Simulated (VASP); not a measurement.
A run of VASP 6.6.1 is set up as follows.

The input INCAR:

```
SYSTEM = TaC
ALGO     = Normal         ! electronic algorithm
EDIFF    = 1E-6           ! SCF threshold, eV
ENCUT    = 600            ! plane-wave cutoff, eV
GGA      = PE             ! functional
GGA_COMPAT= .FALSE.      
ISIF     = 2              ! what is computed and relaxed
ISMEAR   = 0              ! smearing method
LASPH    = .TRUE.         ! aspherical terms in the spheres
LCHARG   = .FALSE.        ! write CHGCAR
LREAL    = .FALSE.        ! projectors in reciprocal space
LWAVE    = .FALSE.        ! write WAVECAR
NBANDS   = 14             ! bands
NELM     = 120            ! most SCF steps
PREC     = Accurate       ! precision mode
SIGMA    = 0.2            ! smearing width, eV
```

The input KPOINTS:

```
k-points
0
G
  7 7 7
  0 0 0
```

Contents of POSCAR:

```
TaC
1.0
    0.0000000000      2.2365998200      2.2365998200
    2.2365998200      0.0000000000      2.2365998200
    2.2365998200      2.2365998200      0.0000000000
Ta C
1 1
Direct
    0.0000000000      0.0000000000      0.0000000000
    0.5000000000      0.5000000000      0.5000000000
```

Potentials or basis: VASP PAW PBE potentials, release 64 (Ta_pv, C).

Command:

```bash
$ cat potpaw_PBE.64/Ta_pv/POTCAR potpaw_PBE.64/C/POTCAR > POTCAR
$ mpirun -np 1 vasp_std > vasp.out
```

Question: Estimate the pressure.

Answer: 1.0 GPa.
